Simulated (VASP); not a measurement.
Here is a VASP 6.6.1 calculation.

The input INCAR:

```
SYSTEM = Se
ALGO = Normal
EDIFF = 1E-7
ENCUT = 520
GGA = PS
ISIF = 2
ISMEAR = -1
LASPH = .True.
LCHARG = .False.
LREAL = .False.
LWAVE = .False.
NBANDS = 16
NELM = 80
PREC = Accurate
SIGMA = 0.1
```

The input KPOINTS:

```
k-points
0
Gamma
  10 10 13
  0 0 0
```

File POSCAR:

```
Se
1.0
    4.6762434856      0.0000000000      0.0000000000
   -2.3381217428      4.0497456528      0.0000000000
    0.0000000000      0.0000000000      3.1332503383
Se
3
Direct
    0.0000000000      0.0000000000      0.0000000000
    0.3333333333      0.6666666667      0.5000000000
    0.6666666667      0.3333333333      0.5000000000
```

Potentials or basis: VASP PAW PBE potentials, release 64 (Se).

The run is started by

```sh
$ cat potpaw_PBE.64/Se/POTCAR > POTCAR
$ mpirun -np 1 vasp_std > vasp.out
```

Problem. Predict the band gap on the k mesh.

Solution. Zero (band 9 reaches 8.07 eV, above the bottom of band 10 at 3.76 eV).

Problem. Estimate the pressure.

Solution. 0.1 GPa.

Stress tensor (GPa, compression positive):
```
-0.10  0.00  0.00
 0.00 -0.10  0.00
 0.00  0.00  0.63
```

Caveat: the PAW data sets were made with another functional, which shifts forces and pressure a little.
